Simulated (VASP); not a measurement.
Write the native input for VASP 6.6.1 that does the following.

| Quantity | Value |
| --- | --- |
| Task | single point |
| Functional | PBE |
| Dispersion | D4 |
| Potentials or basis | VASP PAW PBE potentials, release 64 (Bi_d, W_sv) |
| Cutoff | 520 eV |
| k mesh | 12 × 12 × 12 |
| Occupations | gaussian, width 0.1 eV |
| Spin | no spin polarisation |
| Dipole correction | no |
| Further INCAR settings | ALGO = Fast; EDIFF = 1e-06; NBANDS = 36 |

The structure of BiW3 lies in POSCAR:

```
BiW3
1.0
    4.1300517319      0.0000000000      0.0000000000
    0.0000000000      4.1300517319      0.0000000000
    0.0000000000      0.0000000000      4.1300517319
Bi W
1 3
Direct
    0.0000000000      0.0000000000      0.0000000000
    0.0000000000      0.5000000000      0.5000000000
    0.5000000000      0.0000000000      0.5000000000
    0.5000000000      0.5000000000      0.0000000000
```

One way to write it, as run:

INCAR

```
PREC     = Accurate       # precision mode
ENCUT    = 520            # plane-wave cutoff, eV
EDIFF    = 1E-6           # SCF threshold, eV
ISMEAR   = 0              # smearing method
SIGMA    = 0.1            # smearing width, eV
LREAL    = F              # projectors in reciprocal space
LASPH    = T              # aspherical terms in the spheres
NELM     = 60             # most SCF steps
ALGO     = Fast           # electronic algorithm
ISIF     = 2              # what is computed and relaxed
LWAVE    = F              # write WAVECAR
LCHARG   = F              # write CHGCAR
GGA      = PE             # functional
IVDW     = 13             # dispersion correction
NBANDS   = 36             # bands
```

KPOINTS

```
Automatic mesh
0
Gamma
  12 12 12
```

Potentials or basis: VASP PAW PBE potentials, release 64 (Bi_d, W_sv).

Command:

```console
$ cat potpaw_PBE.64/Bi_d/POTCAR potpaw_PBE.64/W_sv/POTCAR > POTCAR
$ mpirun -np 1 vasp_std > vasp.out
```

Results of the run:

```json
{
 "Pressure": "0.3 GPa",
 "Band gap on the k mesh": "zero (an odd number of electrons rules out a gap without spin polarisation)",
 "Dispersion energy per atom": "-0.703 eV"
}
```

Caveat: spin-orbit coupling is left out, which moves the levels of the heavy elements.

Wall time 2.9 min on 1 thread of Oxide Virtual Turin-like Processor, with other jobs on the host, peak memory 0.27 GiB.
